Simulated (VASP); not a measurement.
A run of VASP 6.6.1 is set up as follows.

The input INCAR:

```
PREC     = Accurate       # precision mode
ENCUT    = 520            # plane-wave cutoff, eV
EDIFF    = 1E-8           # SCF threshold, eV
ISMEAR   = -1             # smearing method
SIGMA    = 0.05           # smearing width, eV
LREAL    = False          # projectors in reciprocal space
LASPH    = True           # aspherical terms in the spheres
NELM     = 60             # most SCF steps
ALGO     = Normal         # electronic algorithm
ISIF     = 2              # what is computed and relaxed
LWAVE    = False          # write WAVECAR
LCHARG   = False          # write CHGCAR
GGA      = PE             # functional
LEFG     = True         
NBANDS   = 11             # bands
```

KPOINTS

```
Automatic mesh
0
Gamma
  18 18 18
```

File POSCAR:

```
C
1.0
    0.0000000000      2.0982532328      3.3027512099
    1.2114033709      0.0000000000      3.3027512099
    1.2114033709      2.0982532328      0.0000000000
C
2
Direct
    0.1666700000      0.8333300000      0.1666700000
    0.8333300000      0.1666700000      0.8333300000
```

Potentials or basis: VASP PAW PBE potentials, release 64 (C).

Command:

```sh
$ cat potpaw_PBE.64/C/POTCAR > POTCAR
$ mpirun -np 1 vasp_std > vasp.out
```

Question: Estimate the largest force.

Answer: 0.004 eV/Å.

Question: Estimate the pressure.

Answer: 17.8 GPa.

Electric field gradients, principal values (V/Å²):
```
atom    least   middle  greatest (by size)
 1 C  -16.649  -16.694              33.343
 2 C  -16.649  -16.694              33.343
```

Caveat: the cell stands under pressure; this functional lacks dispersion, which binds the layers, so the pressure and a relaxed spacing across them are unreliable; without QUAD_EFG the Cq values of the log hold for a quadrupole moment of 1 mb, not for the nuclei.
